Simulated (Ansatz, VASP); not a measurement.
**SrTiO3 in VASP and in Ansatz**

POSCAR

```
SrTiO3
1.0
    3.8911204492      0.0000000000      0.0000000000
    0.0000000000      3.8911204492      0.0000000000
    0.0000000000      0.0000000000      3.8911204492
Sr Ti O
1 1 3
Direct
    0.5000000000      0.5000000000      0.5000000000
    0.0000000000      0.0000000000      0.0000000000
    0.5000000000      0.0000000000      0.0000000000
    0.0000000000      0.5000000000      0.0000000000
    0.0000000000      0.0000000000      0.5000000000
```

INCAR.step1

```
  ALGO = Normal
  EDIFF = 1E-5
  ENCUT = 520
  GGA = PE
  ISIF = 2
  ISMEAR = 0
  LASPH = T
  LCHARG = F
  LREAL = F
  LUSENCCL = F
  LWAVE = T
  NBANDS = 28
  NELM = 80
  PREC = Accurate
  SIGMA = 0.01
```

The input INCAR.step2:

```
  ALGO = Normal
  EDIFF = 1E-6
  ENCUT = 520
  GGA = PE
  HFSCREEN = 0.2079
  ISIF = 2
  ISMEAR = 0
  ISTART = 1
  LASPH = T
  LCHARG = F
  LHFCALC = T
  LREAL = F
  LUSENCCL = F
  LWAVE = F
  NBANDS = 28
  NELM = 80
  PREC = Accurate
  PRECFOCK = Fast
  SIGMA = 0.01
```

Contents of KPOINTS:

```
k-points
0
Gamma
  4 4 4
```

Input for Ansatz:

```yaml
crystal:
  lattice:
    - [3.8911204492, 0.0, 0.0]
    - [0.0, 3.8911204492, 0.0]
    - [0.0, 0.0, 3.8911204492]
  atoms:
    - { symbol: Sr, position: [0.5, 0.5, 0.5] }
    - { symbol: Ti, position: [0.0, 0.0, 0.0] }
    - { symbol: O, position: [0.5, 0.0, 0.0] }
    - { symbol: O, position: [0.0, 0.5, 0.0] }
    - { symbol: O, position: [0.0, 0.0, 0.5] }
basis:
  ecutwfc: 420
kpoints:
  mp_grid: { grid: [4, 4, 4] }
  band_path:
    path: [[0.0, 0.0, 0.0], [0.0, 0.5, 0.0], [0.5, 0.5, 0.0], [0.5, 0.5, 0.5]]
    npoints: 1
hamiltonian:
  xc: hse06
scf:
  occupations: { method: fixed }
  n_extra_bands: 5
output:
  eigenvalues: true
```

Alike in both runs: task single point; functional HSE06; k mesh 4 × 4 × 4; no spin polarisation.

|  | VASP | Ansatz |
| --- | --- | --- |
| version | VASP 6.6.1 | Ansatz 0.2.0 |
| potentials or method | VASP PAW PBE potentials, release 64 (Sr_sv, Ti_sv, O), cutoff 520 eV | scalar-relativistic, plane waves, PAW |
| occupations | gaussian, width 0.01 eV | fixed |
| valence electrons in the cell | 40 | 40 |

```tsv
	VASP	Ansatz	Ansatz less VASP
gap on the k mesh at the Fermi level (eV)	3.31	3.35	+0.038
least direct gap on the mesh (eV)	3.69	3.72	+0.032
```
